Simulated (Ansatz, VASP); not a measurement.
**Re in VASP and in Ansatz**

```
Re
1.0
     1.39309    0.80430    6.74297
    -1.39309    0.80430    6.74297
     0.00000   -1.60860    6.74297
Re
3
Direct
  0.00000 0.00000 0.00000
  0.22217 0.22217 0.22217
  0.77783 0.77783 0.77783
```

Change from the starting cell: volume scaled by 1.02, crystal datasets.

Alike in both runs: task electric field gradients; functional PBE; k mesh 15 × 15 × 15; occupations fermi-dirac, width 0.05 eV; no spin polarisation.

|  | VASP | Ansatz |
| --- | --- | --- |
| version | VASP 6.6.1 | Ansatz 0.2.0 |
| potentials or method | VASP PAW PBE potentials, release 64 (Re), cutoff 520 eV | all-electron PAW with datasets made for the crystal, scalar-relativistic |

|  | VASP | Ansatz | Ansatz less VASP |
| --- | --- | --- | --- |
| pressure (GPa) | -4.2 | -3.5 | +0.69 |
| traceless stress, the component that is largest in VASP (GPa) | -0.58 | -0.49 | +0.086 |
| rms of the force components (eV/Å) | 0.007 | 0.005 | -0.0024 |
| size of Vzz on the site where it differs most (V/Å²) | 35.2 | 21.3 | -13.92 |

Atom by atom the forces differ by 0.002 eV/Å (rms over components). Ansatz ran all-electron here, and VASP with PAW potentials.

Spin-orbit coupling is off throughout.
